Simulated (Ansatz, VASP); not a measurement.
## W in VASP and in Ansatz

INCAR

```
PREC = Accurate
ENCUT = 500
EDIFF = 1E-6
ISMEAR = 0
SIGMA = 0.15
LREAL = False
LASPH = True
NELM = 120
ALGO = Normal
ISIF = 2
LWAVE = False
LCHARG = False
GGA = PE
NBANDS = 13
GGA_COMPAT = False
```

File KPOINTS:

```
regular mesh
0
Gamma
  30 30 30
```

POSCAR

```
W
1.0
   -1.5420032785      1.5420032785      1.6962036064
    1.5420032785     -1.5420032785      1.6962036064
    1.5420032785      1.5420032785     -1.6962036064
W
1
Direct
    0.0000000000      0.0000000000      0.0000000000
```

Input for Ansatz:

```yaml
crystal:
  lattice:
    - [-1.5420032785, 1.5420032785, 1.6962036064]
    - [1.5420032785, -1.5420032785, 1.6962036064]
    - [1.5420032785, 1.5420032785, -1.6962036064]
  atoms:
    - { symbol: W, position: [0.0, 0.0, 0.0] }
basis:
  ecutwfc: 420
kpoints:
  mp_grid: { grid: [30, 30, 30] }
hamiltonian:
  xc: pbe
scf:
  occupations: { method: gaussian, width: 0.15 }
output:
  forces: true
  stress: true
  eigenvalues: true
```

Alike in both runs: task single point; functional PBE; k mesh 30 × 30 × 30; occupations gaussian, width 0.15 eV; no spin polarisation.

```csv
,VASP,Ansatz
version,VASP 6.6.1,Ansatz 0.2.0
potentials or method,"VASP PAW PBE potentials, release 64 (W_sv), cutoff 500 eV","scalar-relativistic, plane waves, PAW"
valence electrons in the cell,14,14
```

```csv
,VASP,Ansatz,Ansatz less VASP
gap on the k mesh at the Fermi level (eV),none,none,-
pressure (GPa),1.8,1.3,-0.49
"traceless stress, the component that is largest in VASP (GPa)",-16.76,-16.79,-0.038
```

A gap of «none» marks a metal or a gap that the smearing closes.

Neither program's run includes spin-orbit coupling.
